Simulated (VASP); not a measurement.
# TiH (P4_2/mmc) in VASP: a series of runs

The runs below take TiH through single point, with r2SCAN.

Everything below comes from runs of VASP 6.6.1. Logs are shortened: lines on timing, memory, paths and dates and some standing lists are left out, and cuts for length are marked.

### 1 The cell of the first run

The structure is tetragonal, space group P4_2/mmc (No. 131). The conventional cell has a = 2.887 Å, b = 2.887 Å, c = 4.475 Å, α = 90.00°, β = 90.00°, γ = 90.00°. Within 2.4 Å of Ti (site symmetry mmm) lie 4 H at 1.83 Å. Within 2.4 Å of H (site symmetry -4m2) lie 4 Ti at 1.83 Å and 2 H at 2.24 Å.

### 2 Single point, r2SCAN

File POSCAR:

```
TiH
1.0
    2.8873230514      0.0000000000      0.0000000000
    0.0000000000      2.8873230514      0.0000000000
    0.0000000000      0.0000000000      4.4748869569
Ti H
2 2
Direct
    0.5000000000      0.0000000000      0.5000000000
    0.0000000000      0.5000000000      0.0000000000
    0.0000000000      0.0000000000      0.2500000000
    0.0000000000      0.0000000000      0.7500000000
```

File INCAR.step1:

```
SYSTEM = TiH
  ALGO = Normal
  EDIFF = 1E-4
  ENCUT = 520
  GGA = PE
  ISMEAR = -1
  LASPH = .TRUE.
  LCHARG = .FALSE.
  LREAL = .FALSE.
  LWAVE = .TRUE.
  NBANDS = 21
  NELM = 100
  PREC = Accurate
  SIGMA = 0.1
```

File INCAR.step2:

```
SYSTEM = TiH
  ALGO = Normal
  EDIFF = 1E-7
  ENCUT = 520
  ISIF = 2
  ISMEAR = -1
  ISTART = 1
  LASPH = .TRUE.
  LCHARG = .FALSE.
  LMIXTAU = .TRUE.
  LREAL = .FALSE.
  LWAVE = .FALSE.
  METAGGA = R2SCAN
  NBANDS = 21
  NELM = 100
  PREC = Accurate
  SIGMA = 0.1
```

File KPOINTS:

```
k-points
0
G
  8 8 5
  0 0 0
```

Potentials or basis: VASP PAW PBE potentials, release 64 (Ti_sv, H).

Started as:

```console
$ cat potpaw_PBE.64/Ti_sv/POTCAR potpaw_PBE.64/H/POTCAR > POTCAR
$ cp INCAR.step1 INCAR
$ mpirun -np 1 vasp_std > vasp.out
$ cp INCAR.step2 INCAR
$ mpirun -np 1 vasp_std > vasp.out
```

OUTCAR:

```text
SYSTEM = TiH
   EDIFF = 1E-7
   ENCUT = 520
   ISIF = 2
   ISMEAR = -1
   ISTART = 1
   LASPH = .TRUE.
   LREAL = .FALSE.
   METAGGA = R2SCAN
   NELM = 100
   PREC = Accurate

 ion  position               nearest neighbor table
   1  0.500  0.000  0.500-   3 1.83   4 1.83   3 1.83   4 1.83
   2  0.000  0.500  0.000-   3 1.83   4 1.83   3 1.83   4 1.83
   3  0.000  0.000  0.250-   1 1.83   2 1.83   2 1.83   1 1.83
   4  0.000  0.000  0.750-   1 1.83   2 1.83   2 1.83   1 1.83

  LATTYP: Found a simple tetragonal cell.
 ALAT       =     2.8873230514
 C/A-ratio  =     1.5498393762

  Lattice vectors:

 A1 = (   2.8873230514,   0.0000000000,   0.0000000000)
 A2 = (   0.0000000000,   2.8873230514,   0.0000000000)
 A3 = (   0.0000000000,   0.0000000000,   4.4748869569)

Analysis of symmetry for initial positions (statically):
=====================================================================
 Subroutine PRICEL returns:
 Original cell was already a primitive cell.

 Routine SETGRP: Setting up the symmetry group for a
 simple tetragonal supercell.

 Subroutine GETGRP returns: Found 16 space group operations
 (whereof  8 operations were pure point group operations)
 out of a pool of 16 trial point group operations.

The static configuration has the point symmetry D_2h.
 The point group associated with its full space group is D_4h.

Analysis of symmetry for dynamics (positions and initial velocities):
=====================================================================
 Subroutine PRICEL returns:
 Original cell was already a primitive cell.

 Routine SETGRP: Setting up the symmetry group for a
 simple tetragonal supercell.

 Subroutine GETGRP returns: Found 16 space group operations
 (whereof  8 operations were pure point group operations)
 out of a pool of 16 trial point group operations.

The dynamic configuration has the point symmetry D_2h.
 The point group associated with its full space group is D_4h.

 Subroutine INISYM returns: Found 16 space group operations
 (whereof  8 operations are pure point group operations),
 and found     1 'primitive' translations

----------------------------------------------------------------------------------------

                                     Primitive cell

  volume of cell :      37.3055

  direct lattice vectors                    reciprocal lattice vectors
     2.887323051  0.000000000  0.000000000     0.346341570  0.000000000  0.000000000
     0.000000000  2.887323051  0.000000000     0.000000000  0.346341570  0.000000000
     0.000000000  0.000000000  4.474886957     0.000000000  0.000000000  0.223469332

  length of vectors
     2.887323051  2.887323051  4.474886957     0.346341570  0.346341570  0.223469332

  position of ions in fractional coordinates (direct lattice)
     0.500000000  0.000000000  0.500000000
     0.000000000  0.500000000  0.000000000
     0.000000000  0.000000000  0.250000000
     0.000000000  0.000000000  0.750000000

  ion indices of the primitive-cell ions
   primitive index   ion index
                 1           1
                 2           2
                 3           3
                 4           4

----------------------------------------------------------------------------------------

 KPOINTS: k-points

Automatic generation of k-mesh.
 Grid dimensions read from file:
 generate k-points for:    8    8    5

 Generating k-lattice:

  Cartesian coordinates                     Fractional coordinates (reciprocal lattice)
     0.043292696  0.000000000  0.000000000     0.125000000  0.000000000  0.000000000
     0.000000000  0.043292696  0.000000000     0.000000000  0.125000000  0.000000000
     0.000000000  0.000000000  0.044693866     0.000000000  0.000000000  0.200000000

  Length of vectors
     0.043292696  0.043292696  0.044693866

  Shift w.r.t. Gamma in fractional coordinates (k-lattice)
     0.000000000  0.000000000  0.000000000

 Subroutine IBZKPT returns following result:
 ===========================================

 Found     45 irreducible k-points:

 Following reciprocal coordinates:
            Coordinates               Weight
  0.000000  0.000000  0.000000      1.000000
  0.125000  0.000000  0.000000      4.000000
  0.250000  0.000000  0.000000      4.000000
  0.375000  0.000000  0.000000      4.000000
  0.500000  0.000000  0.000000      2.000000
  0.125000  0.125000  0.000000      4.000000
[... 16 lines left out ...]
  0.375000  0.125000  0.200000     16.000000
  0.500000  0.125000  0.200000      8.000000
 [... further k-points ...]
   k-points           NKPTS =     45   k-points in BZ     NKDIM =     45   number of bands    NBANDS=     21
   number of dos      NEDOS =    301   number of ions     NIONS =      4
   total plane-waves  NPLWV =  20736
   dimension x,y,z NGX =    24 NGY =   24 NGZ =   36
   dimension x,y,z NGXF=    48 NGYF=   48 NGZF=   72
   ions per type =               2   2
   NGX,Y,Z   is equivalent  to a cutoff of  13.82, 13.82, 13.37 a.u.
   NGXF,Y,Z  is equivalent  to a cutoff of  27.64, 27.64, 26.75 a.u.
 SYSTEM =  TiH
   PREC   = accura    normal or accurate (medium, high low for compatibility)
   ISTART =      1    job   : 0-new  1-cont  2-samecut
   ICHARG =      0    charge: 1-file 2-atom 10-const
   ISPIN  =      1    spin polarized calculation?
   LNONCOLLINEAR =      F non collinear calculations
   LSORBIT =      F    spin-orbit coupling
   LASPH  =      T    aspherical Exc in radial PAW
   ENCUT  =  520.0 eV  38.22 Ry    6.18 a.u.   5.37  5.37  8.32*2*pi/ulx,y,z
   NELM   =    100;   NELMIN=  2; NELMDL=  0     # of ELM steps
   EDIFF  = 0.1E-06   stopping-criterion for ELM
   LREAL  =      F    real-space projection
   EDIFFG = 0.1E-05   stopping-criterion for IOM
   NSW    =      0    number of steps for IOM
   IBRION =     -1    ionic relax: 0-MD 1-quasi-New 2-CG
   NFREE  =      0    steps in history (QN), initial steepest desc. (CG)
   ISIF   =      2    stress and relaxation
   ISYM   =      2    0-nonsym 1-usesym 2-fastsym
   POTIM  = 0.5000    time-step for ionic-motion
   TEBEG  =    0.0;   TEEND  =   0.0 temperature during run
   PSTRESS=    0.0 pullay stress
   NELECT =      26.0000    total number of electrons
   NUPDOWN=      -1.0000    fix difference up-down
   EMIN   =  10.00;   EMAX   =-10.00  energy-range for DOS
   EFERMI =   0.00;   METHOD = LEGACY
   ISMEAR =    -1;   SIGMA  =   0.10  broadening in eV -4-tet -1-fermi 0-gaus
   EFERMI_NEDOS =   21; number of points for ismear=-14 and -15
   IALGO  =     38    algorithm
   IMIX   =      4    mixing-type and parameters
     AMIX     =   0.40;   BMIX     =  1.00
     AMIX_MAG =   1.60;   BMIX_MAG =  1.00
  volume/ion in A,a.u.               =       9.33        62.94
  Fermi-wavevector in a.u.,A,eV,Ry     =   1.451471  2.742882 28.664316  2.106768
  Thomas-Fermi vector in A             =   2.568964
   LORBIT       =      0    0 simple, 1 ext, 2 COOP (PROOUT), +10 PAW based schemes
   METAGGA = R2SCAN    functional components
   LHFCALC =     F    Hartree Fock is set to
   AEXX    =    0.0000 exact exchange contribution
   IVDW    =     0    specifies the selected vdW correction
   LEPSILON=     F    determine dielectric tensor
   LRPA    =     F    only Hartree local field effects (RPA)
 non-spin polarized calculation
  energy-cutoff  :      520.00
  volume of cell :       37.31
 maximum number of plane-waves:      1025
 NGX is ok and might be reduce to    24
   NGX = 11   NGY = 11   NGZ = 17

 number of electron      26.0000005 magnetization

 Free energy of the ion-electron system (eV)
  ---------------------------------------------------
  ext. energy  EPLUGINS =         0.00000000
  ---------------------------------------------------
  free energy    TOTEN  =       -34.46406173 eV

  energy without entropy =      -34.40262143  energy(sigma->0) =      -34.43334158

 E-fermi :   8.2621     XC(G=0): -12.6356

 val. band max:        8.2410138572   @ k =   0.5000   0.1250   0.0000
 cond. band min:       8.3091790530   @ k =   0.2500   0.2500   0.4000
 fundamental gap:      0.0681651959
 Fermi energy:         8.2621314464

 k-point     1 :       0.0000    0.0000    0.0000
  band No.  band energies     occupation
      1     -50.9602      2.00000
      2     -50.8462      2.00000
      3     -26.4314      2.00000
      4     -26.0118      2.00000
      5     -26.0118      2.00000
      6     -25.8609      2.00000
[... 13 lines left out ...]
     20      11.7947      0.00000
     21      16.9358      0.00000

 k-point     2 :       0.1250    0.0000    0.0000
  band No.  band energies     occupation
      1     -50.9488      2.00000
      2     -50.8434      2.00000
      3     -26.4016      2.00000
      4     -26.0754      2.00000
      5     -26.0024      2.00000
      6     -25.8838      2.00000
[... 13 lines left out ...]
     20      12.0626      0.00000
     21      16.8649      0.00000

 k-point     3 :       0.2500    0.0000    0.0000
  band No.  band energies     occupation
      1     -50.9193      2.00000
      2     -50.8383      2.00000
      3     -26.3202      2.00000
      4     -26.2285      2.00000
      5     -26.0380      2.00000
      6     -25.9786      2.00000
[... 13 lines left out ...]
     20      12.9876      0.00000
     21      15.1255      0.00000
[... 457 lines left out ...]
 k-point    23 :       0.3750    0.1250    0.2000
  band No.  band energies     occupation
      1     -50.8710      2.00000
      2     -50.8379      2.00000
      3     -26.4250      2.00000
      4     -26.2492      2.00000
      5     -26.1129      2.00000
      6     -26.0038      2.00000
[... 13 lines left out ...]
     20      13.0379      0.00000
     21      14.7760      0.00000

 k-point    24 :       0.5000    0.1250    0.2000
  band No.  band energies     occupation
      1     -50.8499      2.00000
      2     -50.8446      2.00000
      3     -26.4838      2.00000
      4     -26.2945      2.00000
      5     -26.0554      2.00000
      6     -26.0174      2.00000
[... 13 lines left out ...]
     20      12.4585      0.00000
     21      15.0761      0.00000

 [... further k-points ...]

------------------------ aborting loop because EDIFF is reached ----------------------------------------

  FORCE on cell =-STRESS in cart. coord.  units (eV):
  Direction    XX          YY          ZZ          XY          YZ          ZX
  --------------------------------------------------------------------------------------
  -------------------------------------------------------------------------------------
  Total        2.2036170      2.2036170      2.3627262      0.0000000      0.0000000      0.0000000
  in kB       94.6398146     94.6398146    101.4731525      0.0000000      0.0000000      0.0000000
  external PRESSURE =      96.9175939 kB  Pullay stress =       0.0000000 kB

 VOLUME and BASIS-vectors are now :
 -----------------------------------------------------------------------------
  energy-cutoff  :      520.00
  volume of cell :       37.31
      direct lattice vectors                 reciprocal lattice vectors
     2.887323051  0.000000000  0.000000000     0.346341570  0.000000000  0.000000000
     0.000000000  2.887323051  0.000000000     0.000000000  0.346341570  0.000000000
     0.000000000  0.000000000  4.474886957     0.000000000  0.000000000  0.223469332

 POSITION                                       TOTAL-FORCE (eV/Angst)
 -----------------------------------------------------------------------------------
      1.44366      0.00000      2.23744        -0.000000     -0.000000      0.000000
      0.00000      1.44366      0.00000        -0.000000     -0.000000      0.000000
      0.00000      0.00000      1.11872        -0.000000     -0.000000      0.000000
      0.00000      0.00000      3.35617         0.000000      0.000000      0.000000
 -----------------------------------------------------------------------------------
    total drift:                                0.000000      0.000000     -0.000000

  FREE ENERGIE OF THE ION-ELECTRON SYSTEM (eV)
  ---------------------------------------------------
  free  energy   TOTEN  =       -34.4640617332 eV

  energy  without entropy=      -34.4026214326  energy(sigma->0) =      -34.43334158
```

Run time: 2.1 min. Hardware: 1 thread of Intel Xeon 6975P-C (Granite Rapids), shared host; peak memory 0.18 GiB.

What came out:

| Property | Result |
| --- | --- |
| Free energy | -34.4641 eV |
| Pressure | 9.7 GPa |
| Band gap on the k mesh | zero (bands 13 and 14 overlap by 0.46 eV) |

Stress tensor (GPa, compression positive):
```
 9.46  0.00  0.00
 0.00  9.46  0.00
 0.00  0.00 10.15
```

Levels at points of the mesh, in eV from the Fermi level:
```
           k point  band 11  band 12  band 13  band 14  band 15  band 16
(0.00, 0.00, 0.00)    -3.00    -2.74     0.07     0.75     0.75     1.89
(0.50, 0.00, 0.00)    -2.43    -0.89    -0.58    -0.09     1.65     1.81
(0.50, 0.50, 0.00)    -2.86    -2.86    -1.74     3.00     3.06     3.34
```

Caveat: the cell stands under pressure; the PAW data sets were made with another functional, which shifts forces and pressure a little.

### 3 Single point, r2SCAN

This run uses another cell than the first one, of 9.52 Å³/atom.

File POSCAR:

```
TiH
1.0
    2.9076569823      0.0000000000      0.0000000000
    0.0000000000      2.9076569823      0.0000000000
    0.0000000000      0.0000000000      4.5064012836
Ti H
2 2
Direct
    0.5000000000      0.0000000000      0.5000000000
    0.0000000000      0.5000000000      0.0000000000
    0.0000000000      0.0000000000      0.2500000000
    0.0000000000      0.0000000000      0.7500000000
```

File INCAR.step1:

```
PREC = Accurate
ENCUT = 520
ISMEAR = -1
SIGMA = 0.1
LREAL = F
LASPH = T
NELM = 80
NBANDS = 21
GGA = PE
ALGO = Normal
EDIFF = 1E-4
LWAVE = T
LCHARG = F
```

File INCAR.step2:

```
PREC = Accurate
ENCUT = 520
EDIFF = 1E-6
ISMEAR = -1
SIGMA = 0.1
LREAL = F
LASPH = T
NELM = 80
ALGO = Normal
ISIF = 2
LWAVE = F
LCHARG = T
METAGGA = R2SCAN
LMIXTAU = T
LELF = T
LVHAR = T
NBANDS = 21
ISTART = 1
```

File KPOINTS:

```
Automatic mesh
0
Gamma
  8 8 5
```

Potentials or basis: VASP PAW PBE potentials, release 64 (Ti_sv, H).

Started as:

```console
$ cat potpaw_PBE.64/Ti_sv/POTCAR potpaw_PBE.64/H/POTCAR > POTCAR
$ cp INCAR.step1 INCAR
$ mpirun -np 1 vasp_std > vasp.out
$ cp INCAR.step2 INCAR
$ mpirun -np 1 vasp_std > vasp.out
```

It took 81 s on 1 thread of Intel Xeon 6975P-C (Granite Rapids), shared host; peak memory 0.17 GiB.

The run converged. Its results:

| Quantity | Value |
| --- | --- |
| Free energy | -34.5044 eV |
| Pressure | 6.2 GPa |
| Band gap on the k mesh | zero (bands 13 and 14 overlap by 0.45 eV) |

Stress tensor (GPa, compression positive):
```
6.09 0.00 0.00
0.00 6.09 0.00
0.00 0.00 6.42
```

Levels at points of the mesh, in eV from the Fermi level:
```
           k point  band 10  band 11  band 12  band 13  band 14  band 15  band 16  band 17
(0.00, 0.00, 0.00)    -4.32    -2.94    -2.69     0.07     0.73     0.73     1.84     2.75
(0.50, 0.00, 0.00)    -5.74    -2.43    -0.87    -0.57    -0.09     1.61     1.77     1.99
(0.50, 0.50, 0.00)    -4.86    -2.79    -2.79    -1.69     2.91     2.98     3.25     3.25
```

Caveat: the cell stands under pressure; the PAW data sets were made with another functional, which shifts forces and pressure a little.

### 4 Single point, r2SCAN

This run uses another cell than the first one, of 9.72 Å³/atom.

File POSCAR:

```
TiH
1.0
    2.9277104227      0.0000000000      0.0000000000
    0.0000000000      2.9277104227      0.0000000000
    0.0000000000      0.0000000000      4.5374808953
Ti H
2 2
Direct
    0.5000000000      0.0000000000      0.5000000000
    0.0000000000      0.5000000000      0.0000000000
    0.0000000000      0.0000000000      0.2500000000
    0.0000000000      0.0000000000      0.7500000000
```

File INCAR.step1:

```
SYSTEM = TiH
ALGO = Normal ; EDIFF = 1E-4
ENCUT = 520 ; GGA = PE
ISMEAR = -1 ; LASPH = .TRUE.
LCHARG = .FALSE. ; LREAL = .FALSE.
LWAVE = .TRUE. ; NBANDS = 21
NELM = 100 ; PREC = Accurate
SIGMA = 0.1
```

File INCAR.step2:

```
SYSTEM = TiH
ALGO = Normal ; EDIFF = 1E-7
ENCUT = 520 ; ISIF = 2
ISMEAR = -1 ; ISTART = 1
LASPH = .TRUE. ; LCHARG = .FALSE.
LMIXTAU = .TRUE. ; LREAL = .FALSE.
LWAVE = .FALSE. ; METAGGA = R2SCAN
NBANDS = 21 ; NELM = 100
PREC = Accurate ; SIGMA = 0.1
```

File KPOINTS:

```
k-points
0
G
  8 8 5
  0 0 0
```

Started as:

```console
$ cat potpaw_PBE.64/Ti_sv/POTCAR potpaw_PBE.64/H/POTCAR > POTCAR
$ cp INCAR.step1 INCAR
$ mpirun -np 1 vasp_std > vasp.out
$ cp INCAR.step2 INCAR
$ mpirun -np 1 vasp_std > vasp.out
```

Wall time 72 s (1 thread of Intel Xeon 6975P-C (Granite Rapids), shared host); peak memory 0.18 GiB.

It converged, with:

| Quantity | Value |
| --- | --- |
| Free energy | -34.5283 eV |
| Pressure | 3.0 GPa |
| Band gap on the k mesh | zero (bands 13 and 14 overlap by 0.45 eV) |

Levels at points of the mesh, in eV from the Fermi level:
| k point | band 11 | band 12 | band 13 | band 14 | band 15 | band 16 |
| --- | --- | --- | --- | --- | --- | --- |
| (0.00, 0.00, 0.00) | -2.88 | -2.63 | 0.06 | 0.72 | 0.72 | 1.79 |
| (0.50, 0.00, 0.00) | -2.42 | -0.85 | -0.56 | -0.08 | 1.58 | 1.73 |
| (0.50, 0.50, 0.00) | -2.72 | -2.72 | -1.64 | 2.82 | 2.90 | 3.16 |

Caveat: the cell stands under pressure; the PAW data sets were made with another functional, which shifts forces and pressure a little.

### 5 Single point, r2SCAN

This run uses another cell than the first one, of 9.92 Å³/atom.

File POSCAR:

```
TiH
1.0
    2.9474928500      0.0000000000      0.0000000000
    0.0000000000      2.9474928500      0.0000000000
    0.0000000000      0.0000000000      4.5681404800
Ti H
2 2
Direct
    0.5000000000      0.0000000000      0.5000000000
    0.0000000000      0.5000000000      0.0000000000
    0.0000000000      0.0000000000      0.2500000000
    0.0000000000      0.0000000000      0.7500000000
```

File INCAR.step1:

```
PREC = Accurate ; ENCUT = 520
ISMEAR = -1 ; SIGMA = 0.1
LREAL = F ; LASPH = T
NELM = 100 ; NBANDS = 21
GGA = PE ; ALGO = Normal
EDIFF = 1E-4 ; LWAVE = T
LCHARG = F
```

File INCAR.step2:

```
PREC = Accurate ; ENCUT = 520
EDIFF = 1E-6 ; ISMEAR = -1
SIGMA = 0.1 ; LREAL = F
LASPH = T ; NELM = 100
ALGO = Normal ; ISIF = 2
LWAVE = F ; LCHARG = F
METAGGA = R2SCAN ; LMIXTAU = T
NBANDS = 21 ; ISTART = 1
```

File KPOINTS:

```
Automatic mesh
0
Gamma
  8 8 5
```

Started as:

```console
$ cat potpaw_PBE.64/Ti_sv/POTCAR potpaw_PBE.64/H/POTCAR > POTCAR
$ cp INCAR.step1 INCAR
$ mpirun -np 1 vasp_std > vasp.out
$ cp INCAR.step2 INCAR
$ mpirun -np 1 vasp_std > vasp.out
```

Run time: 76 s. Hardware: 1 thread of Intel Xeon 6975P-C (Granite Rapids), shared host; peak memory 0.18 GiB.

It converged, with:

| Property | Result |
| --- | --- |
| Free energy | -34.5371 eV |
| Pressure | 0.1 GPa |
| Band gap on the k mesh | zero (bands 13 and 14 overlap by 0.44 eV) |

Stress tensor (GPa, compression positive):
```
 0.23  0.00  0.00
 0.00  0.23  0.00
 0.00  0.00 -0.03
```

Levels at points of the mesh, in eV from the Fermi level:
```tsv
k point	band 11	band 12	band 13	band 14	band 15	band 16
(0.00, 0.00, 0.00)	-2.82	-2.58	0.06	0.70	0.70	1.75
(0.50, 0.00, 0.00)	-2.42	-0.83	-0.55	-0.07	1.54	1.69
(0.50, 0.50, 0.00)	-2.65	-2.65	-1.59	2.73	2.83	3.08
```

Caveat: the PAW data sets were made with another functional, which shifts forces and pressure a little.

### 6 Overview

```csv
cell,gap on the mesh (eV),pressure (GPa)
"a = 2.887, b = 2.887, c = 4.475 Å, 4 atoms",none,9.7
"a = 2.908, b = 2.908, c = 4.506 Å, 4 atoms",none,6.2
"a = 2.928, b = 2.928, c = 4.537 Å, 4 atoms",none,3.0
"a = 2.947, b = 2.947, c = 4.568 Å, 4 atoms",none,0.1
```

Alike in all rows: task single point; level r2SCAN; potentials or basis VASP PAW PBE potentials, release 64 (Ti_sv, H); no spin polarisation; k mesh 8 × 8 × 5; cutoff (eV) 520; smearing fermi-dirac 0.1 eV.

Caveats: the PAW data sets were made with another functional, which shifts forces and pressure a little; the cell stands under pressure (at least some runs).

Total energies depend on the potentials used, so only differences within one code and one set of settings carry meaning.

The gap in the log of VASP goes by the Fermi energy; the results here count the filled bands.